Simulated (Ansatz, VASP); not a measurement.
**SiC: VASP beside Ansatz**

The input POSCAR:

```
SiC
1.0
    3.0775550330      0.0000000000      0.0000000000
   -1.5387775165      2.6652408402      0.0000000000
    0.0000000000      0.0000000000     10.0767227861
Si C
4 4
Direct
    0.0000000000      0.0000000000     -0.0001405667
    0.3333333333      0.6666666667      0.2499083817
    0.0000000000      0.0000000000      0.4998594333
    0.6666666667      0.3333333333      0.7499083817
    0.0000000000      0.0000000000      0.1872833963
    0.3333333333      0.6666666667      0.4379487887
    0.0000000000      0.0000000000      0.6872833963
    0.6666666667      0.3333333333      0.9379487887
```

File INCAR.step1:

```
SYSTEM = SiC
PREC     = Accurate       ! precision mode
ENCUT    = 520            ! plane-wave cutoff, eV
ISMEAR   = 0              ! smearing method
SIGMA    = 0.01           ! smearing width, eV
LREAL    = .False.        ! projectors in reciprocal space
LASPH    = .True.         ! aspherical terms in the spheres
NELM     = 60             ! most SCF steps
NBANDS   = 26             ! bands
GGA      = PE             ! functional
ALGO     = Normal         ! electronic algorithm
EDIFF    = 1E-4           ! SCF threshold, eV
LWAVE    = .True.         ! write WAVECAR
LCHARG   = .False.        ! write CHGCAR
```

INCAR.step2

```
SYSTEM = SiC
PREC     = Accurate       ! precision mode
ENCUT    = 520            ! plane-wave cutoff, eV
EDIFF    = 1E-6           ! SCF threshold, eV
ISMEAR   = 0              ! smearing method
SIGMA    = 0.01           ! smearing width, eV
LREAL    = .False.        ! projectors in reciprocal space
LASPH    = .True.         ! aspherical terms in the spheres
NELM     = 60             ! most SCF steps
ALGO     = Normal         ! electronic algorithm
ISIF     = 2              ! what is computed and relaxed
LWAVE    = .False.        ! write WAVECAR
LCHARG   = .True.         ! write CHGCAR
METAGGA  = R2SCAN         ! meta-GGA
LMIXTAU  = .True.       
LELF     = .True.         ! ELF
LVHAR    = .True.       
NBANDS   = 26             ! bands
ISTART   = 1
```

File KPOINTS:

```
Automatic mesh
0
Gamma
  12 12 4
  0 0 0
```

Input for Ansatz:

```yaml
crystal:
  lattice:
    - [3.077555033, 0.0, 0.0]
    - [-1.5387775165, 2.6652408402, 0.0]
    - [0.0, 0.0, 10.0767227861]
  atoms:
    - { symbol: Si, position: [0.0, 0.0, -0.0001405667] }
    - { symbol: Si, position: [0.3333333333, 0.6666666667, 0.2499083817] }
    - { symbol: Si, position: [0.0, 0.0, 0.4998594333] }
    - { symbol: Si, position: [0.6666666667, 0.3333333333, 0.7499083817] }
    - { symbol: C, position: [0.0, 0.0, 0.1872833963] }
    - { symbol: C, position: [0.3333333333, 0.6666666667, 0.4379487887] }
    - { symbol: C, position: [0.0, 0.0, 0.6872833963] }
    - { symbol: C, position: [0.6666666667, 0.3333333333, 0.9379487887] }
kpoints:
  mp_grid: { grid: [12, 12, 4] }
  band_path:
    path:
      - [0.0, 0.0, 0.0]
      - [0.5, 0.0, 0.0]
      - [0.3333333333, 0.3333333333, 0.0]
      - [0.0, 0.0, 0.5]
      - [0.5, 0.0, 0.5]
      - [0.3333333333, 0.3333333333, 0.5]
      - [0.0, 0.5, 0.0]
    npoints: 1
hamiltonian:
  xc: r2scan
scf:
  occupations: { method: fixed }
  n_extra_bands: 6
output:
  forces: true
  stress: true
  eigenvalues: true
```

Alike in both runs: task single point; functional r2SCAN; k mesh 12 × 12 × 4; no spin polarisation.

|  | VASP | Ansatz |
| --- | --- | --- |
| version | VASP 6.6.1 | Ansatz 0.2.0 |
| potentials or method | VASP PAW PBE potentials, release 64 (Si, C) | plane waves, PAW |
| plane-wave cutoff (eV) | 520 | 500 |
| occupations | gaussian, width 0.01 eV | fixed |
| valence electrons in the cell | 32 | 32 |

```tsv
	VASP	Ansatz	Ansatz less VASP
gap on the k mesh at the Fermi level (eV)	2.61	2.60	-0.011
pressure (GPa)	-0.2	0.0	+0.19
```

VASP's potentials were made for PBE, not for r2SCAN.
